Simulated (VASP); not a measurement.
# Li (a cell with a defect) in VASP: further runs

Runs on Li (a cell with a defect). Level: PBE. Tasks: single point.

All numbers are computed with VASP 6.6.1; they aren't measurements. Logs are shortened: lines on timing, memory, paths and dates and some standing lists are left out, and cuts for length are marked.

## Step 1: The cell of the first run

The cell holds a defect, 17 atoms: a = 6.980 Å, b = 6.980 Å, c = 6.980 Å, α = 90.00°, β = 90.00°, γ = 90.00°.

## Step 2: Single point, PBE

The input, INCAR:

```
SYSTEM = Li
  PREC = Accurate
  ENCUT = 520
  EDIFF = 1E-6
  ISMEAR = -1
  SIGMA = 0.15
  LREAL = Auto
  LASPH = .TRUE.
  NELM = 100
  ALGO = Normal
  ISIF = 2
  LWAVE = .FALSE.
  LCHARG = .TRUE.
  GGA = PE
  LELF = .TRUE.
  LVHAR = .TRUE.
  NBANDS = 40
```

The input, KPOINTS:

```
regular mesh
0
G
  3 3 3
  0 0 0
```

The input, POSCAR:

```
Li
1.0
    6.9800000000      0.0000000000      0.0000000000
    0.0000000000      6.9800000000      0.0000000000
    0.0000000000      0.0000000000      6.9800000000
Li
17
Direct
   -0.0057287966     -0.0172618911     -0.0072732092
    0.4946974212      0.0031124642      0.0120352436
   -0.0018177650      0.5028328080     -0.0202618911
    0.0908216332      0.0605196275      0.4496955587
    0.2442409742      0.2797269341      0.2162345272
    0.4924722063      0.4582233524      0.0140896848
    0.4934727794      0.0131465616      0.4811191977
    0.7672883954      0.2408402579      0.2490906877
    0.0003080229      0.4926829513      0.5053067335
    0.2523709169      0.7357128940      0.2431497135
    0.2542243553      0.2467128940      0.7586525788
    0.4999184814      0.4859319484      0.4955756447
    0.7412737822      0.7236017192      0.2314200573
    0.7552819484      0.2386355301      0.7470810888
    0.2544500000      0.7518853868      0.7411193410
    0.6748444126      0.6932401146      0.8149318052
    0.8482965616      0.8639865330      0.5772028653
```

Potentials or basis: VASP PAW PBE potentials, release 64 (Li_sv).

Run with:

```
cat potpaw_PBE.64/Li_sv/POTCAR > POTCAR
mpirun -np 1 vasp_std > vasp.out
```

OUTCAR:

```text
SYSTEM = Li
   PREC = Accurate
   ENCUT = 520
   EDIFF = 1E-6
   ISMEAR = -1
   LREAL = Auto
   LASPH = .TRUE.
   NELM = 100
   ISIF = 2
   GGA = PE

 ion  position               nearest neighbor table
   1  0.994  0.983  0.993-
   2  0.495  0.003  0.012-
   3  0.998  0.503  0.980-
   4  0.091  0.061  0.450-  17 2.35   5 2.48
   5  0.244  0.280  0.216-   4 2.48   6 2.56
   6  0.492  0.458  0.014-  16 2.50   5 2.56
   7  0.493  0.013  0.481-
   8  0.767  0.241  0.249-
   9  0.000  0.493  0.505-
  10  0.252  0.736  0.243-
  11  0.254  0.247  0.759-
  12  0.500  0.486  0.496-
  13  0.741  0.724  0.231-
  14  0.755  0.239  0.747-
  15  0.254  0.752  0.741-
  16  0.675  0.693  0.815-  17 2.37   6 2.50
  17  0.848  0.864  0.577-   4 2.35  16 2.37

  LATTYP: Found a simple cubic cell.
 ALAT       =     6.9800000000

  Lattice vectors:

 A1 = (   6.9800000000,   0.0000000000,   0.0000000000)
 A2 = (   0.0000000000,   6.9800000000,   0.0000000000)
 A3 = (   0.0000000000,   0.0000000000,   6.9800000000)

Analysis of symmetry for initial positions (statically):
=====================================================================
 Subroutine PRICEL returns:
 Original cell was already a primitive cell.

 Routine SETGRP: Setting up the symmetry group for a
 simple cubic supercell.

 Subroutine GETGRP returns: Found  1 space group operations
 (whereof  1 operations were pure point group operations)
 out of a pool of 48 trial point group operations.

The static configuration has the point symmetry C_1 .

Analysis of symmetry for dynamics (positions and initial velocities):
=====================================================================
 Subroutine PRICEL returns:
 Original cell was already a primitive cell.

 Routine SETGRP: Setting up the symmetry group for a
 simple cubic supercell.

 Subroutine GETGRP returns: Found  1 space group operations
 (whereof  1 operations were pure point group operations)
 out of a pool of 48 trial point group operations.

The dynamic configuration has the point symmetry C_1 .

 Subroutine INISYM returns: Found  1 space group operations
 (whereof  1 operations are pure point group operations),
[... 114 lines left out ...]
   NELM   =    100;   NELMIN=  2; NELMDL= -5     # of ELM steps
   EDIFF  = 0.1E-05   stopping-criterion for ELM
   LREAL  =      T    real-space projection
   EDIFFG = 0.1E-04   stopping-criterion for IOM
   NSW    =      0    number of steps for IOM
   IBRION =     -1    ionic relax: 0-MD 1-quasi-New 2-CG
   NFREE  =      0    steps in history (QN), initial steepest desc. (CG)
   ISIF   =      2    stress and relaxation
   ISYM   =      2    0-nonsym 1-usesym 2-fastsym
   POTIM  = 0.5000    time-step for ionic-motion
   TEBEG  =    0.0;   TEEND  =   0.0 temperature during run
   PSTRESS=    0.0 pullay stress
   NELECT =      51.0000    total number of electrons
   NUPDOWN=      -1.0000    fix difference up-down
   EMIN   =  10.00;   EMAX   =-10.00  energy-range for DOS
   EFERMI =   0.00;   METHOD = LEGACY
   ISMEAR =    -1;   SIGMA  =   0.15  broadening in eV -4-tet -1-fermi 0-gaus
   EFERMI_NEDOS =   21; number of points for ismear=-14 and -15
   IALGO  =     38    algorithm
   IMIX   =      4    mixing-type and parameters
     AMIX     =   0.40;   BMIX     =  1.00
     AMIX_MAG =   1.60;   BMIX_MAG =  1.00
  volume/ion in A,a.u.               =      20.00       134.99
  Fermi-wavevector in a.u.,A,eV,Ry     =   0.869780  1.643646 10.293044  0.756517
  Thomas-Fermi vector in A             =   1.988651
   LORBIT       =      0    0 simple, 1 ext, 2 COOP (PROOUT), +10 PAW based schemes
   GGA     = PE    functional components
   LHFCALC =     F    Hartree Fock is set to
   AEXX    =    0.0000 exact exchange contribution
   IVDW    =     0    specifies the selected vdW correction
   LEPSILON=     F    determine dielectric tensor
   LRPA    =     F    only Hartree local field effects (RPA)
 non-spin polarized calculation
  energy-cutoff  :      520.00
  volume of cell :      340.07
 maximum number of plane-waves:      9180
 NGX is ok and might be reduce to    54
   NGX = 25   NGY = 25   NGZ = 25

 number of electron      51.0000005 magnetization

 Free energy of the ion-electron system (eV)
  ---------------------------------------------------
  ext. energy  EPLUGINS =         0.00000000
  ---------------------------------------------------
  free energy    TOTEN  =       -31.98432758 eV

  energy without entropy =      -31.46128091  energy(sigma->0) =      -31.72280425

 E-fermi :   0.6138     XC(G=0):  -7.0710

 val. band max:        0.6056147849   @ k =   0.0000   0.0000   0.0000
 cond. band min:       0.6153974290   @ k =   0.0000  -0.3333   0.3333
 fundamental gap:      0.0097826441
 Fermi energy:         0.6138157859

 k-point     1 :       0.0000    0.0000    0.0000
  band No.  band energies     occupation
      1     -46.1187      2.00000
      2     -45.9901      2.00000
      3     -45.9646      2.00000
      4     -45.9187      2.00000
      5     -45.9090      2.00000
      6     -45.9024      2.00000
[... 549 lines left out ...]
     36       3.7401      0.00000
     37       3.9116      0.00000
 [bands above 37 left out]

------------------------ aborting loop because EDIFF is reached ----------------------------------------

  FORCE on cell =-STRESS in cart. coord.  units (eV):
  Direction    XX          YY          ZZ          XY          YZ          ZX
  --------------------------------------------------------------------------------------
  -------------------------------------------------------------------------------------
  Total        0.7625693      0.5610540      0.6284700      1.0511733     -0.8471736     -0.8576406
  in kB        3.5927220      2.6433153      2.9609350      4.9524335     -3.9913217     -4.0406352
  external PRESSURE =       3.0656574 kB  Pullay stress =       0.0000000 kB

 VOLUME and BASIS-vectors are now :
 -----------------------------------------------------------------------------
  energy-cutoff  :      520.00
  volume of cell :      340.07
      direct lattice vectors                 reciprocal lattice vectors
     6.980000000  0.000000000  0.000000000     0.143266476  0.000000000  0.000000000
     0.000000000  6.980000000  0.000000000     0.000000000  0.143266476  0.000000000
     0.000000000  0.000000000  6.980000000     0.000000000  0.000000000  0.143266476

 POSITION                                       TOTAL-FORCE (eV/Angst)
 -----------------------------------------------------------------------------------
      6.94001      6.85951      6.92923        -0.002953      0.004473     -0.003033
      3.45299      0.02173      0.08401        -0.002145     -0.001460     -0.014278
      6.96731      3.50977      6.83857        -0.007130      0.009552     -0.011682
      0.63393      0.42243      3.13887         0.005168      0.010454     -0.032049
      1.70480      1.95249      1.50932         0.014483      0.002705     -0.016550
      3.43746      3.19840      0.09835        -0.006230      0.007916      0.026229
[... 9 lines left out ...]
      4.71041      4.83882      5.68822        -0.033235     -0.010847      0.004766
      5.92111      6.03063      4.02888         0.055626     -0.009394      0.062697
 -----------------------------------------------------------------------------------
    total drift:                                0.006260     -0.001888      0.007254

  FREE ENERGIE OF THE ION-ELECTRON SYSTEM (eV)
  ---------------------------------------------------
  free  energy   TOTEN  =       -31.9843275771 eV

  energy  without entropy=      -31.4612809134  energy(sigma->0) =      -31.72280425
```

stdout:

```text
POSCAR found type information on POSCAR Li
 POSCAR found :  1 types and      17 ions
 scaLAPACK will be used
 LDA part: xc-table for (Slater+PW92), standard interpolation
 POSCAR, INCAR and KPOINTS ok, starting setup
 FFT: planning ... GRIDC
 FFT: planning ... GRID_SOFT
 FFT: planning ... GRID
 WAVECAR not read
 entering main loop
```

Wall time 4.4 min (1 thread of Intel Xeon Platinum 8259CL at 2.50GHz (Skylake/Cascade Lake), shared host); peak memory 0.41 GiB.

Results:

- Free energy: -31.9843 eV
- Largest force: 0.084 eV/Å
- Band gap on the k mesh: zero (an odd number of electrons rules out a gap without spin polarisation)

Forces on the atoms (eV/Å):
```
Li  -0.003  0.004 -0.003
Li  -0.002 -0.001 -0.014
Li  -0.007  0.010 -0.012
Li   0.005  0.010 -0.032
Li   0.014  0.003 -0.017
Li  -0.006  0.008  0.026
Li   0.014 -0.030  0.000
Li  -0.009  0.000 -0.003
Li   0.000 -0.014 -0.007
Li  -0.017  0.002 -0.001
Li  -0.004  0.001 -0.004
Li  -0.006 -0.004 -0.009
Li   0.008  0.033  0.015
Li  -0.007  0.002 -0.004
Li  -0.003 -0.004 -0.003
Li  -0.033 -0.011  0.005
Li   0.056 -0.009  0.063
```

Caveat: the cutoff is under 1.25 times the usual one of these potentials, so pressure, stress and relaxed cells hold a basis-set (Pulay) error.

## Step 3: Single point, PBE

The input, INCAR:

```
SYSTEM = Li
PREC = Accurate ; ENCUT = 520
EDIFF = 1E-7 ; ISMEAR = -1
SIGMA = 0.15 ; LREAL = Auto
LASPH = .TRUE. ; NELM = 100
ALGO = Normal ; ISIF = 2
LWAVE = .FALSE. ; LCHARG = .FALSE.
GGA = PE ; NBANDS = 40
```

KPOINTS is that of step 2.

The input, POSCAR:

```
Li
1.0
    6.9800000000      0.0000000000      0.0000000000
    0.0000000000      6.9800000000      0.0000000000
    0.0000000000      0.0000000000      6.9800000000
Li
17
Direct
   -0.0048283668     -0.0191488539     -0.0030617479
    0.5004313754      0.0009210602      0.0158922636
    0.0101749284      0.4992199140     -0.0184098854
    0.0785040115      0.0577514327      0.4726197708
    0.2419693410      0.2750939828      0.2253399713
    0.4850236390      0.4629664756      0.0052992837
    0.4791638968      0.0338818052      0.4785505731
    0.7673553009      0.2472647564      0.2473497135
    0.0026060172      0.4984840974      0.5107134670
    0.2549342407      0.7404217765      0.2491916905
    0.2551441261      0.2462441261      0.7636527221
    0.5007710602      0.4890558739      0.5005217765
    0.7392706304      0.7025001433      0.2167816619
    0.7572359599      0.2379759312      0.7495538682
    0.2598445559      0.7578908309      0.7417191977
    0.6993752149      0.6952714900      0.8140146132
    0.8073760745      0.8656154728      0.5371595989
```

Potentials or basis: VASP PAW PBE potentials, release 64 (Li_sv).

Run with:

```
cat potpaw_PBE.64/Li_sv/POTCAR > POTCAR
mpirun -np 1 vasp_std > vasp.out
```

OUTCAR:

```text
SYSTEM = Li
   PREC = Accurate
   ENCUT = 520
   EDIFF = 1E-7
   ISMEAR = -1
   LREAL = Auto
   LASPH = .TRUE.
   NELM = 100
   ISIF = 2
   GGA = PE

 ion  position               nearest neighbor table
   1  0.995  0.981  0.997-
   2  0.500  0.001  0.016-
   3  0.010  0.499  0.982-
   4  0.079  0.058  0.473-  17 2.36   5 2.57
   5  0.242  0.275  0.225-   4 2.57
   6  0.485  0.463  0.005-  16 2.58
   7  0.479  0.034  0.479-
   8  0.767  0.247  0.247-
   9  0.003  0.498  0.511-
  10  0.255  0.740  0.249-
  11  0.255  0.246  0.764-
  12  0.501  0.489  0.501-
  13  0.739  0.703  0.217-  17 2.55
  14  0.757  0.238  0.750-
  15  0.260  0.758  0.742-
  16  0.699  0.695  0.814-  17 2.39   6 2.58
  17  0.807  0.866  0.537-   4 2.36  16 2.39  13 2.55

  LATTYP: Found a simple cubic cell.
 ALAT       =     6.9800000000

  Lattice vectors:

 A1 = (   6.9800000000,   0.0000000000,   0.0000000000)
 A2 = (   0.0000000000,   6.9800000000,   0.0000000000)
 A3 = (   0.0000000000,   0.0000000000,   6.9800000000)

Analysis of symmetry for initial positions (statically):
=====================================================================
 Subroutine PRICEL returns:
 Original cell was already a primitive cell.

 Routine SETGRP: Setting up the symmetry group for a
 simple cubic supercell.

 Subroutine GETGRP returns: Found  1 space group operations
 (whereof  1 operations were pure point group operations)
 out of a pool of 48 trial point group operations.

The static configuration has the point symmetry C_1 .

Analysis of symmetry for dynamics (positions and initial velocities):
[... 145 lines left out ...]
   ISMEAR =    -1;   SIGMA  =   0.15  broadening in eV -4-tet -1-fermi 0-gaus
   EFERMI_NEDOS =   21; number of points for ismear=-14 and -15
   IALGO  =     38    algorithm
   IMIX   =      4    mixing-type and parameters
     AMIX     =   0.40;   BMIX     =  1.00
     AMIX_MAG =   1.60;   BMIX_MAG =  1.00
  volume/ion in A,a.u.               =      20.00       134.99
  Fermi-wavevector in a.u.,A,eV,Ry     =   0.869780  1.643646 10.293044  0.756517
  Thomas-Fermi vector in A             =   1.988651
   LORBIT       =      0    0 simple, 1 ext, 2 COOP (PROOUT), +10 PAW based schemes
   GGA     = PE    functional components
   LHFCALC =     F    Hartree Fock is set to
   AEXX    =    0.0000 exact exchange contribution
   IVDW    =     0    specifies the selected vdW correction
   LEPSILON=     F    determine dielectric tensor
   LRPA    =     F    only Hartree local field effects (RPA)
 non-spin polarized calculation
  energy-cutoff  :      520.00
  volume of cell :      340.07
 maximum number of plane-waves:      9180
 NGX is ok and might be reduce to    54
   NGX = 25   NGY = 25   NGZ = 25

 number of electron      50.9999989 magnetization

 Free energy of the ion-electron system (eV)
  ---------------------------------------------------
  ext. energy  EPLUGINS =         0.00000000
  ---------------------------------------------------
  free energy    TOTEN  =       -31.91730363 eV

  energy without entropy =      -31.38601972  energy(sigma->0) =      -31.65166167

 E-fermi :   0.6134     XC(G=0):  -7.0705

 val. band max:        0.6016411174   @ k =   0.0000  -0.3333   0.3333
 cond. band min:       0.6377038406   @ k =   0.0000   0.0000   0.0000
 fundamental gap:      0.0360627232
 Fermi energy:         0.6134422967

 k-point     1 :       0.0000    0.0000    0.0000
  band No.  band energies     occupation
      1     -46.2146      2.00000
      2     -45.9752      2.00000
      3     -45.9588      2.00000
      4     -45.9516      2.00000
      5     -45.9401      2.00000
      6     -45.9332      2.00000
[... 549 lines left out ...]
     36       3.7986      0.00000
     37       3.8647      0.00000
 [bands above 37 left out]

------------------------ aborting loop because EDIFF is reached ----------------------------------------

  FORCE on cell =-STRESS in cart. coord.  units (eV):
  Direction    XX          YY          ZZ          XY          YZ          ZX
  --------------------------------------------------------------------------------------
  -------------------------------------------------------------------------------------
  Total        0.8729161      0.5343326      0.9094738      0.8631986     -0.5258533     -0.4734711
  in kB        4.1126032      2.5174219      4.2848389      4.0668210     -2.4774731     -2.2306825
  external PRESSURE =       3.6382880 kB  Pullay stress =       0.0000000 kB

 VOLUME and BASIS-vectors are now :
 -----------------------------------------------------------------------------
  energy-cutoff  :      520.00
  volume of cell :      340.07
      direct lattice vectors                 reciprocal lattice vectors
     6.980000000  0.000000000  0.000000000     0.143266476  0.000000000  0.000000000
     0.000000000  6.980000000  0.000000000     0.000000000  0.143266476  0.000000000
     0.000000000  0.000000000  6.980000000     0.000000000  0.000000000  0.143266476

 POSITION                                       TOTAL-FORCE (eV/Angst)
 -----------------------------------------------------------------------------------
      6.94630      6.84634      6.95863        -0.008701      0.001253     -0.006305
      3.49301      0.00643      0.11093        -0.004337     -0.002913     -0.019649
      0.07102      3.48455      6.85150         0.001160      0.008069     -0.009125
      0.54796      0.40311      3.29889         0.013213      0.026066     -0.017543
      1.68895      1.92016      1.57287         0.013303      0.004746     -0.025911
      3.38547      3.23151      0.03699        -0.020799      0.004604      0.027217
[... 9 lines left out ...]
      4.88164      4.85300      5.68182        -0.019467     -0.018902      0.005937
      5.63549      6.04200      3.74937         0.054985     -0.002769      0.049902
 -----------------------------------------------------------------------------------
    total drift:                               -0.001606      0.000357     -0.002670

  FREE ENERGIE OF THE ION-ELECTRON SYSTEM (eV)
  ---------------------------------------------------
  free  energy   TOTEN  =       -31.9173036304 eV

  energy  without entropy=      -31.3860197152  energy(sigma->0) =      -31.65166167
```

stdout:

```text
POSCAR found type information on POSCAR Li
 POSCAR found :  1 types and      17 ions
 scaLAPACK will be used
 LDA part: xc-table for (Slater+PW92), standard interpolation
 POSCAR, INCAR and KPOINTS ok, starting setup
 FFT: planning ... GRIDC
 FFT: planning ... GRID_SOFT
 FFT: planning ... GRID
 WAVECAR not read
 entering main loop
```

Run time: 5 min. Hardware: 1 thread of Intel Xeon Platinum 8259CL at 2.50GHz (Skylake/Cascade Lake), shared host; peak memory 0.4 GiB.

Results:

* Free energy: -31.9173 eV
* Largest force: 0.074 eV/Å
* Band gap on the k mesh: zero (an odd number of electrons rules out a gap without spin polarisation)

Forces in eV/Å, atoms in the order of the input:
```
Li  -0.009  0.001 -0.006
Li  -0.004 -0.003 -0.020
Li   0.001  0.008 -0.009
Li   0.013  0.026 -0.018
Li   0.013  0.005 -0.026
Li  -0.021  0.005  0.027
Li   0.020 -0.038 -0.011
Li  -0.006  0.000 -0.004
Li   0.007 -0.016 -0.001
Li  -0.024  0.003  0.003
Li   0.007  0.001  0.008
Li  -0.008 -0.007 -0.005
Li  -0.010  0.033  0.015
Li  -0.009  0.003  0.000
Li  -0.006  0.002 -0.008
Li  -0.019 -0.019  0.006
Li   0.055 -0.003  0.050
```

Levels at points of the mesh, in eV from the Fermi level:
| k point | band 23 | band 24 | band 25 | band 26 | band 27 | band 28 |
| --- | --- | --- | --- | --- | --- | --- |
| (0.00, 0.00, 0.00) | -1.14 | -1.13 | 0.02 | 0.07 | 0.27 | 0.31 |

Caveat: the cutoff is under 1.25 times the usual one of these potentials, so pressure, stress and relaxed cells hold a basis-set (Pulay) error.

The gap in the log of VASP goes by the Fermi energy; the results here count the filled bands.